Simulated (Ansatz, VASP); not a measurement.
**One calculation of HfC, two programs**

```
Hf C
1.0
     0.00000    2.32500    2.32500
     2.32500    0.00000    2.32500
     2.32500    2.32500    0.00000
Hf C
1 1
Direct
  0.50000 0.50000 0.50000
  0.00000 0.00000 0.00000
```

Alike in both runs: task single point; functional PBE; k mesh 10 × 10 × 10; occupations gaussian, width 0.028 eV; no spin polarisation.

```csv
,VASP,Ansatz
version,VASP 6.6.1,Ansatz 0.2.0
potentials or method,"VASP PAW PBE potentials, release 64 (Hf_pv, C), cutoff 520 eV","all-electron LAPW, scalar-relativistic"
```

|  | VASP | Ansatz | Ansatz less VASP |
| --- | --- | --- | --- |
| gap on the k mesh at the Fermi level (eV) | none | none | - |
| pressure (GPa) | -0.5 | 0.3 | +0.71 |

A gap of «none» marks a metal or a gap that the smearing closes. Ansatz ran all-electron here, and VASP with PAW potentials.

Neither program's run includes spin-orbit coupling.
